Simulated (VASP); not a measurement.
Input of a VASP 6.6.1 run:

Contents of INCAR:

```
PREC = Accurate
ENCUT = 520
EDIFF = 1E-8
ISMEAR = 0
SIGMA = 0.01
LREAL = False
LASPH = True
NELM = 200
ALGO = Normal
ISIF = 2
LWAVE = False
LCHARG = False
ISPIN = 2
MAGMOM = 0.01 0.2 0.07 0.02 0.01 0 0 0 0 0.01 0 0 0 0 0.02 0.01 0 0.01 0 0.01 0 0 0.01
LORBIT = 11
NUPDOWN = 1.0
LMAXMIX = 4
GGA = PE
LEFG = True
NELECT = 147.0
NBANDS = 94
GGA_COMPAT = False
```

Contents of KPOINTS:

```
Automatic mesh
0
Gamma
  1 1 1
  0.25 0.25 0.25
```

The input POSCAR:

```
Hf4Si4O15
1.0
    6.6465279248      0.0000000000      0.0000000000
    0.0000000000      6.6465279248      0.0000000000
    0.0000000000      0.0000000000      6.0147349639
Hf Si O
4 4 15
Direct
   -0.0003101410      0.0000792969     -0.0008385866
    0.4409890814      0.5007719112      0.5176616597
   -0.0099475260      0.4993268660      0.2394825477
    0.4991587262     -0.0000742913      0.7530849193
    0.0497465890      0.5007199101      0.7347770419
    0.4953685971      0.0002317510      0.2543043493
   -0.0020130756     -0.0003055917      0.4987860862
    0.4993379384      0.5005388106      0.0035774049
    0.0049825785      0.8168310389      0.3172500298
    0.4993929443      0.3132540587      0.8233188735
    0.6833874513      0.0006193077      0.0776385025
    0.3165901977      0.0003848094      0.0675592168
    0.8553244075      0.4997764357      0.5624296642
    0.0041549903      0.1812412932      0.3157377261
    0.5055989278      0.6889158944      0.8257024765
    0.3105381574      0.5019275586      0.1813693046
    0.8115678097      0.0009254372      0.6771321126
    0.0043945197      0.6866551818      0.9263331194
    0.4872860617      0.1846722722      0.4352846543
    0.0092273170      0.3132203316      0.9256064824
    0.4866432386      0.8143752917      0.4344069298
    0.1814872834     -0.0010996773      0.6811863460
    0.6829134357      0.4970121034      0.1792986389
```

Potentials or basis: VASP PAW PBE potentials, release 64 (Hf_pv, Si, O).

The run is started by

```console
$ cat potpaw_PBE.64/Hf_pv/POTCAR potpaw_PBE.64/Si/POTCAR potpaw_PBE.64/O/POTCAR > POTCAR
$ mpirun -np 1 vasp_std > vasp.out
```

Question: Estimate the largest force.

Answer: 0.281 eV/Å.

Forces in eV/Å, atoms in the order of the input:
```
Hf   0.091 -0.044 -0.025
Hf   0.017 -0.089  0.003
Hf  -0.023 -0.002 -0.027
Hf  -0.063  0.038  0.017
Si   0.092  0.038 -0.033
Si  -0.028 -0.020 -0.003
Si   0.019 -0.036  0.016
Si   0.011 -0.024  0.025
O   -0.037 -0.088 -0.143
O    0.004 -0.108 -0.082
O    0.102  0.012 -0.127
O   -0.117 -0.015 -0.127
O   -0.037 -0.019 -0.179
O   -0.011  0.132 -0.120
O   -0.089  0.107 -0.163
O   -0.067 -0.003  0.131
O   -0.125  0.000  0.124
O    0.015  0.220  0.173
O   -0.023  0.131  0.133
O   -0.058 -0.192  0.138
O    0.014 -0.069  0.132
O    0.150  0.007  0.121
O    0.161  0.024  0.016
```

Caveat: the k points lie up to 0.52 Å⁻¹ apart; the cell carries a net charge on a neutralising background, which shifts energy and pressure; without QUAD_EFG the Cq values of the log hold for a quadrupole moment of 1 mb, not for the nuclei; the total moment is fixed, so each spin has its own Fermi level and the state may be an excited one.
